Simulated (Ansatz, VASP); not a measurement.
**One calculation of Zr, two programs**

INCAR

```
PREC     = Accurate       # precision mode
ENCUT    = 520            # plane-wave cutoff, eV
EDIFF    = 1E-7           # SCF threshold, eV
ISMEAR   = 0              # smearing method
SIGMA    = 0.15           # smearing width, eV
LREAL    = F              # projectors in reciprocal space
LASPH    = T              # aspherical terms in the spheres
NELM     = 60             # most SCF steps
ALGO     = Fast           # electronic algorithm
ISIF     = 2              # what is computed and relaxed
LWAVE    = F              # write WAVECAR
LCHARG   = T              # write CHGCAR
GGA      = PE             # functional
LELF     = T              # ELF
LVHAR    = T            
NBANDS   = 19             # bands
```

KPOINTS

```
Automatic mesh
0
Gamma
  18 18 10
```

The input POSCAR:

```
Zr
1.0
    3.2319982225      0.0000000000      0.0605999667
   -1.6159991112      2.7989925657     -0.0302999833
    0.0965062500      0.0000000000      5.1470000000
Zr
2
Direct
    0.3333333333      0.6666666667      0.2500000000
    0.6666666667      0.3333333333      0.7500000000
```

Input for Ansatz:

```yaml
crystal:
  lattice:
    - [3.2319982225, 0.0, 0.0605999667]
    - [-1.6159991112, 2.7989925657, -0.0302999833]
    - [0.09650625, 0.0, 5.147]
  atoms:
    - { symbol: Zr, position: [0.3333333333, 0.6666666667, 0.25] }
    - { symbol: Zr, position: [0.6666666667, 0.3333333333, 0.75] }
basis:
  ecutwfc: 420
kpoints:
  mp_grid: { grid: [18, 18, 10] }
hamiltonian:
  xc: pbe
scf:
  occupations: { method: gaussian, width: 0.15 }
output:
  forces: true
  stress: true
  eigenvalues: true
```

Change from the starting cell: strain +0.0375 x Voigt [0, 0, 0, 0, 1, 0], atoms carried along.

Alike in both runs: task single point; functional PBE; k mesh 18 × 18 × 10; occupations gaussian, width 0.15 eV; no spin polarisation.

|  | VASP | Ansatz |
| --- | --- | --- |
| version | VASP 6.6.1 | Ansatz 0.2.0 |
| potentials or method | VASP PAW PBE potentials, release 64 (Zr_sv), cutoff 520 eV | scalar-relativistic, plane waves, PAW |
| valence electrons in the cell | 24 | 24 |

VASP gave:

| Property | Result |
| --- | --- |
| gap on the k mesh at the Fermi level (eV) | none |
| pressure (GPa) | 0.5 |
| traceless stress, the component that is largest in VASP (GPa) | -0.97 |

Task: What did Ansatz give for the same quantities?

Result: gap on the k mesh at the Fermi level (eV): none; pressure (GPa): 0.5; traceless stress, the component that is largest in VASP (GPa): -0.96.

A gap of «none» marks a metal or a gap that the smearing closes. With one functional, cell and mesh, what is left measures potentials, basis and numerics.
